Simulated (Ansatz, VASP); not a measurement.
**MgO in VASP and in Ansatz**

```
Mg O
1.0
     0.00000    2.10217    2.16250
     2.10217    0.00000    2.16250
     2.10217    2.10217    0.00000
Mg O
1 1
Direct
  0.00000 0.00000 0.00000
  0.50000 0.50000 0.50000
```

Change from the starting cell: uniaxial_z strain +2.9%.

Alike in both runs: task single point; functional PBE; k mesh 10 × 10 × 10; occupations fermi-dirac, width 0.02 eV; no spin polarisation.

|  | VASP | Ansatz |
| --- | --- | --- |
| version | VASP 6.6.1 | Ansatz 0.2.0 |
| potentials or method | VASP PAW PBE potentials, release 64 (Mg, O) | plane waves, PAW |
| plane-wave cutoff (eV) | 520 | 420 |
| valence electrons in the cell | 8 | 16 |

|  | VASP | Ansatz | Ansatz less VASP |
| --- | --- | --- | --- |
| gap on the k mesh at the Fermi level (eV) | 4.46 | 4.48 | +0.018 |
| pressure (GPa) | 0.5 | 1.3 | +0.75 |
| traceless stress, the component that is largest in VASP (GPa) | -3.34 | -3.32 | +0.020 |

With one functional, cell and mesh, what is left measures potentials, basis and numerics. VASP's potentials hold 8 valence electrons a cell and Ansatz's 16, so a difference there can come from the potentials and not from the codes.
